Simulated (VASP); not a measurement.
Sn, 1 atom in the cell. Symmetry: Im-3m, No. 229, cubic system. Conventional cell: a = 3.154 Å, b = 3.154 Å, c = 3.154 Å, α = 90.00°, β = 90.00°, γ = 90.00°. Within 3.6 Å of Sn (site symmetry m-3m) lie 14 Sn at 2.73 to 3.15 Å. 

```yaml
Program: VASP 6.6.1
Task: relaxation of cell and atoms
Functional: PBEsol
Potentials_or_basis: VASP PAW PBE potentials, release 64 (Sn_d)
Cutoff: 600 eV
k_mesh: 17 × 17 × 17
Occupations: fermi-dirac, width 0.1 eV
Spin: no spin polarisation
Target_pressure: 98 GPa
Dipole_correction: no
Further_INCAR_settings: ALGO = Normal; EDIFF = 1e-07; IBRION = 2; EDIFFG = -0.005; NSW = 60; ISIF = 3
```

Potentials or basis: VASP PAW PBE potentials, release 64 (Sn_d).

Run with:

```console
$ cat potpaw_PBE.64/Sn_d/POTCAR > POTCAR
$ mpirun -np 1 vasp_std > vasp.out
```

Hardware: 1 thread of Intel(R) Xeon(R) 6975P-C (Granite Rapids) (shared host).

Q: How long does it take, and how much memory?

A: It took 28 s on 1 thread of Intel(R) Xeon(R) 6975P-C (Granite Rapids), with other jobs on the host, peak memory 0.17 GiB. Counts: scf iterations 27, k points 165, ion steps 3.
